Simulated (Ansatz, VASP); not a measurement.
## Two plane-wave programs on RbBr

The input INCAR:

```
SYSTEM = RbBr
  PREC = Accurate
  ENCUT = 520
  EDIFF = 1E-6
  ISMEAR = -1
  SIGMA = 0.02
  LREAL = .False.
  LASPH = .True.
  NELM = 60
  ALGO = Normal
  ISIF = 2
  LWAVE = .False.
  LCHARG = .False.
  GGA = PE
  NBANDS = 15
```

KPOINTS

```
regular mesh
0
Gamma
  6 6 6
  0 0 0
```

POSCAR

```
RbBr
1.0
    0.0519123884      3.4608258933      3.4608258933
    3.4608258933      0.0519123884      3.4608258933
    3.5127382817      3.5127382817      0.0000000000
Rb Br
1 1
Direct
    0.0000000000      0.0000000000      0.0000000000
    0.5000000000      0.5000000000      0.5000000000
```

Input for Ansatz:

```yaml
crystal:
  lattice:
    - [0.0519123884, 3.4608258933, 3.4608258933]
    - [3.4608258933, 0.0519123884, 3.4608258933]
    - [3.5127382817, 3.5127382817, 0.0]
  atoms:
    - { symbol: Rb, position: [0.0, 0.0, 0.0] }
    - { symbol: Br, position: [0.5, 0.5, 0.5] }
kpoints:
  mp_grid: { grid: [6, 6, 6] }
  band_path:
    path:
      - [0.0, 0.0, 0.0]
      - [0.5, 0.0, 0.5]
      - [0.625, 0.25, 0.625]
      - [0.375, 0.375, 0.75]
      - [0.5, 0.5, 0.5]
      - [0.5, 0.25, 0.75]
    npoints: 1
hamiltonian:
  xc: pbe
scf:
  occupations: { method: fermi_dirac, width: 0.02 }
  n_extra_bands: 4
output:
  forces: true
  stress: true
  eigenvalues: true
```

Change from the starting cell: shear_xy strain +3.0%.

Alike in both runs: task single point; functional PBE; k mesh 6 × 6 × 6; occupations fermi-dirac, width 0.02 eV; no spin polarisation.

```csv
,VASP,Ansatz
version,VASP 6.6.1,Ansatz 0.2.0
potentials or method,"VASP PAW PBE potentials, release 64 (Rb_sv, Br)","plane waves, PAW"
plane-wave cutoff (eV),520,420
valence electrons in the cell,16,16
```

Ansatz gave:

| Quantity | Value |
| --- | --- |
| gap on the k mesh at the Fermi level (eV) | 4.26 |
| pressure (GPa) | 0.5 |
| traceless stress, the component that is largest in VASP (GPa) | -0.12 |

Problem. What did VASP give for the same quantities?

Solution. gap on the k mesh at the Fermi level (eV): 4.26; pressure (GPa): 0.6; traceless stress, the component that is largest in VASP (GPa): -0.12.
